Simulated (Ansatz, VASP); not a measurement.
## One calculation of InSe, two programs

```xyz
4
Lattice="1.8579 1.0000 8.2693 -2.1421 1.0600 8.3293 -0.0901 -2.4342 8.3513" Properties=species:S:1:pos:R:3 pbc="T T T"
In    0.0000    0.0000    0.0000
In   -0.0420   -0.0420    2.7994
Se   -0.2304   -0.2304   15.3567
Se   -0.3106   -0.3106   20.7085
```

Change from the starting cell: equal xy, yz and zx shear strains of -3 %, crystal datasets.

Alike in both runs: task electric field gradients; functional PBEsol; k mesh 7 × 7 × 7; occupations fermi-dirac, width 0.01 eV; no spin polarisation.

|  | VASP | Ansatz |
| --- | --- | --- |
| version | VASP 6.6.1 | Ansatz 0.2.0 |
| potentials or method | VASP PAW PBE potentials, release 64 (In_d, Se), cutoff 520 eV | all-electron PAW with datasets made for the crystal, scalar-relativistic |

|  | VASP | Ansatz | Ansatz less VASP |
| --- | --- | --- | --- |
| gap on the k mesh at the Fermi level (eV) | 0.63 | 0.64 | +0.011 |
| pressure (GPa) | 0.5 | 0.4 | -0.06 |
| traceless stress, the component that is largest in VASP (GPa) | 1.21 | 1.21 | -0.005 |
| rms of the force components (eV/Å) | 0.211 | 0.207 | -0.0047 |
| size of Vzz on the site where it differs most (V/Å²) | 62.5 | 65.6 | +3.18 |

VASP's potentials were made for PBE, not for PBEsol. Atom by atom the forces differ by 0.011 eV/Å (rms over components). Ansatz ran all-electron here, and VASP with PAW potentials.
